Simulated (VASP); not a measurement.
# MgB2 in VASP: notebook, part 2 of 2

VASP 6.6.1.

## 5. Single point, PBEsol

This run uses another cell than the first one.

INCAR reads:

```
SYSTEM = MgB2
  ALGO = Normal
  EDIFF = 1E-6
  ENCUT = 520
  GGA = PS
  GGA_COMPAT = .False.
  ISIF = 2
  ISMEAR = -1
  LASPH = .True.
  LCHARG = .False.
  LREAL = .False.
  LWAVE = .False.
  NBANDS = 17
  NELM = 120
  NELMDL = -8
  PREC = Accurate
  SIGMA = 0.1
```

KPOINTS reads:

```
k-points
0
Gamma
  6 6 3
  0 0 0
```

POSCAR reads:

```
MgB2
1.0
    3.0850000000      0.0000000000      0.0000000000
   -1.5425000000      2.6716883700      0.0000000000
    0.0000000000      0.0000000000     12.0460000000
Mg B
2 4
Direct
    0.0000000000      0.0000000000      0.0000000000
    0.0000000000      0.0000000000      0.2924622281
    0.3333333333      0.6666666667      0.1462311141
    0.6666666667      0.3333333333      0.1462311141
    0.3333333333      0.6666666667      0.4386933422
    0.6666666667      0.3333333333      0.4386933422
```

Potentials or basis: VASP PAW PBE potentials, release 64 (Mg, B).

On the command line:

```
$ cat potpaw_PBE.64/Mg/POTCAR potpaw_PBE.64/B/POTCAR > POTCAR
$ mpirun -np 1 vasp_std > vasp.out
```

OUTCAR:

```text
SYSTEM = MgB2
   EDIFF = 1E-6
   ENCUT = 520
   GGA = PS
   ISIF = 2
   ISMEAR = -1
   LASPH = .True.
   LREAL = .False.
   NELM = 120
   NELMDL = -8
   PREC = Accurate

 ion  position               nearest neighbor table
   1  0.000  0.000  0.000-   3 2.51   4 2.51   4 2.51   3 2.51   4 2.51   3 2.51   2 3.52
   2  0.000  0.000  0.292-   3 2.51   4 2.51   4 2.51   3 2.51   4 2.51   3 2.51   6 2.51   5 2.51
                             6 2.51   5 2.51   6 2.51   5 2.51   1 3.52
   3  0.333  0.667  0.146-   4 1.78   4 1.78   4 1.78   2 2.51   2 2.51   2 2.51   1 2.51   1 2.51
                             1 2.51
   4  0.667  0.333  0.146-   3 1.78   3 1.78   3 1.78   2 2.51   2 2.51   2 2.51   1 2.51   1 2.51
                             1 2.51
   5  0.333  0.667  0.439-   6 1.78   6 1.78   6 1.78   2 2.51   2 2.51   2 2.51
   6  0.667  0.333  0.439-   5 1.78   5 1.78   5 1.78   2 2.51   2 2.51   2 2.51

  LATTYP: Found a hexagonal cell.
 ALAT       =     3.0850000000
 C/A-ratio  =     3.9047001621

  Lattice vectors:

 A1 = (   3.0850000000,   0.0000000000,   0.0000000000)
 A2 = (  -1.5425000000,   2.6716883700,   0.0000000000)
 A3 = (   0.0000000000,   0.0000000000,  12.0460000000)

Analysis of symmetry for initial positions (statically):
=====================================================================
 Subroutine PRICEL returns:
 Original cell was already a primitive cell.

 Routine SETGRP: Setting up the symmetry group for a
 hexagonal supercell.

 Subroutine GETGRP returns: Found 12 space group operations
 (whereof 12 operations were pure point group operations)
 out of a pool of 24 trial point group operations.

The static configuration has the point symmetry C_6v.

Analysis of symmetry for dynamics (positions and initial velocities):
=====================================================================
 Subroutine PRICEL returns:
 Original cell was already a primitive cell.

[... 126 lines left out ...]
  Fermi-wavevector in a.u.,A,eV,Ry     =   0.890882  1.683523 10.798548  0.793671
  Thomas-Fermi vector in A             =   2.012630
   LORBIT       =      0    0 simple, 1 ext, 2 COOP (PROOUT), +10 PAW based schemes
   GGA     = PS    functional components
   LHFCALC =     F    Hartree Fock is set to
   AEXX    =    0.0000 exact exchange contribution
   IVDW    =     0    specifies the selected vdW correction
   LEPSILON=     F    determine dielectric tensor
   LRPA    =     F    only Hartree local field effects (RPA)
 non-spin polarized calculation
  energy-cutoff  :      520.00
  volume of cell :       99.29
 maximum number of plane-waves:      2694
 NGX is ok and might be reduce to    24
   NGX = 11   NGY = 11   NGZ = 45

 number of electron      16.0000000 magnetization

 Free energy of the ion-electron system (eV)
  ---------------------------------------------------
  ext. energy  EPLUGINS =         0.00000000
  ---------------------------------------------------
  free energy    TOTEN  =       -30.15584166 eV

  energy without entropy =      -30.06854102  energy(sigma->0) =      -30.11219134

 E-fermi :   1.2085     XC(G=0):  -7.8195

 val. band max:        1.1033231664   @ k =   0.3333   0.1667   0.0000
 cond. band min:       1.3867396392   @ k =   0.5000  -0.0000   0.3333
 fundamental gap:      0.2834164728
 Fermi energy:         1.2085221674

 k-point     1 :       0.0000    0.0000    0.0000
  band No.  band energies     occupation
      1     -11.0109      2.00000
      2      -9.3844      2.00000
      3      -5.3632      2.00000
      4      -2.2385      2.00000
      5      -0.4807      2.00000
      6       1.4671      0.14006
[... 257 lines left out ...]
      4      -4.5552      2.00000
      5      -4.5552      2.00000
      6      -3.0534      2.00000
[... 9 lines left out ...]
     16       9.8195      0.00000
     17       9.8195      0.00000

------------------------ aborting loop because EDIFF is reached ----------------------------------------

  FORCE on cell =-STRESS in cart. coord.  units (eV):
  Direction    XX          YY          ZZ          XY          YZ          ZX
  --------------------------------------------------------------------------------------
  -------------------------------------------------------------------------------------
  Total       -2.7173950     -2.7173950     -0.6692417     -0.0000000      0.0000000      0.0000000
  in kB      -43.8510034    -43.8510033    -10.7996523     -0.0000000      0.0000000      0.0000000
  external PRESSURE =     -32.8338863 kB  Pullay stress =       0.0000000 kB

 VOLUME and BASIS-vectors are now :
 -----------------------------------------------------------------------------
  energy-cutoff  :      520.00
  volume of cell :       99.29
      direct lattice vectors                 reciprocal lattice vectors
     3.085000000  0.000000000  0.000000000     0.324149109  0.187147575  0.000000000
    -1.542500000  2.671688370  0.000000000     0.000000000  0.374295150  0.000000000
     0.000000000  0.000000000 12.046000000     0.000000000  0.000000000  0.083015109

 POSITION                                       TOTAL-FORCE (eV/Angst)
 -----------------------------------------------------------------------------------
      0.00000      0.00000      0.00000        -0.000000     -0.000000      0.176243
      0.00000      0.00000      3.52300        -0.000000      0.000000      0.510660
     -0.00000      1.78113      1.76150        -0.000000      0.000000     -0.179650
      1.54250      0.89056      1.76150         0.000000     -0.000000     -0.179650
     -0.00000      1.78113      5.28450        -0.000000      0.000000     -0.163801
      1.54250      0.89056      5.28450        -0.000000      0.000000     -0.163801
 -----------------------------------------------------------------------------------
    total drift:                                0.000000      0.000000     -0.000152

  FREE ENERGIE OF THE ION-ELECTRON SYSTEM (eV)
  ---------------------------------------------------
  free  energy   TOTEN  =       -30.1558416602 eV

  energy  without entropy=      -30.0685410241  energy(sigma->0) =      -30.11219134
```

OSZICAR:

```text
N       E                     dE             d eps       ncg     rms          rms(c)
DAV:   1     0.335716293924E+02    0.33572E+02   -0.58935E+03   476   0.741E+02
DAV:   2    -0.315805973582E+02   -0.65152E+02   -0.57214E+02   620   0.139E+02
DAV:   3    -0.354949179684E+02   -0.39143E+01   -0.38541E+01   677   0.334E+01
[... 12 lines left out ...]
DAV:  16    -0.301557392334E+02   -0.10970E-02   -0.90054E-04   510   0.119E-01    0.223E-02
DAV:  17    -0.301558300650E+02   -0.90832E-04   -0.11418E-04   570   0.537E-02    0.707E-03
DAV:  18    -0.301558400001E+02   -0.99351E-05   -0.14096E-05   555   0.236E-02    0.289E-03
DAV:  19    -0.301558414294E+02   -0.14293E-05   -0.21405E-06   493   0.919E-03    0.909E-04
DAV:  20    -0.301558416602E+02   -0.23083E-06   -0.22674E-07   452   0.319E-03
   1 F= -.30155842E+02 E0= -.30112191E+02  d E =-.873006E-01
```

stdout:

```text
POSCAR found type information on POSCAR MgB
 POSCAR found :  2 types and       6 ions
 scaLAPACK will be used
 -----------------------------------------------------------------------------
|                                                                             |
|                                                                             |
|     You enforced a specific xc type in the INCAR file but a different       |
|     I HOPE YOU KNOW WHAT YOU ARE DOING!                                     |
|                                                                             |
 -----------------------------------------------------------------------------

 LDA part: xc-table for (Slater+PW92), standard interpolation
 POSCAR, INCAR and KPOINTS ok, starting setup
 FFT: planning ... GRIDC
 FFT: planning ... GRID_SOFT
 FFT: planning ... GRID
 WAVECAR not read
 entering main loop
```

It took 39 s on 1 thread of Intel Xeon 8259CL, shared host; peak memory 0.22 GiB.

Results:

| Property | Result |
| --- | --- |
| Free energy | -30.1558 eV |
| Largest force | 0.511 eV/Å |
| Band gap on the k mesh | zero (bands 8 and 9 overlap by 1.49 eV) |

Forces on the atoms (eV/Å):
```
Mg   0.000  0.000  0.176
Mg   0.000  0.000  0.511
B    0.000  0.000 -0.180
B    0.000  0.000 -0.180
B    0.000  0.000 -0.164
B    0.000  0.000 -0.164
```

Caveat: the k points lie up to 0.39 Å⁻¹ apart, too coarse for converged energies and pressures of a metal; there is no dipole correction, which matters where the two faces differ; the PAW data sets were made with another functional, which shifts forces and pressure a little.

## 6. The runs side by side

```tsv
cell	gap on the mesh (eV)	largest force (eV/Å)
a = 3.085, b = 3.085, c = 8.046 Å, angles 90.0, 90.0, 120.0°, 6 atoms	none	0.49
a = 3.085, b = 3.085, c = 9.046 Å, angles 90.0, 90.0, 120.0°, 6 atoms	none	0.49
a = 3.085, b = 3.085, c = 10.046 Å, angles 90.0, 90.0, 120.0°, 6 atoms	none	0.53
a = 3.085, b = 3.085, c = 12.046 Å, angles 90.0, 90.0, 120.0°, 6 atoms	none	0.51
```

Alike in all rows: task single point; level PBEsol; potentials or basis VASP PAW PBE potentials, release 64 (Mg, B); no spin polarisation; k mesh 6 × 6 × 3; cutoff (eV) 520; smearing fermi-dirac 0.1 eV.

Caveats: all runs use coarse meshes; the PAW data sets were made with another functional, which shifts forces and pressure a little; there is no dipole correction, which matters where the two faces differ (at least some runs).

Total energies depend on the potentials used, so only differences within one code and one set of settings carry meaning.

The gap in the log of VASP goes by the Fermi energy; the results here count the filled bands.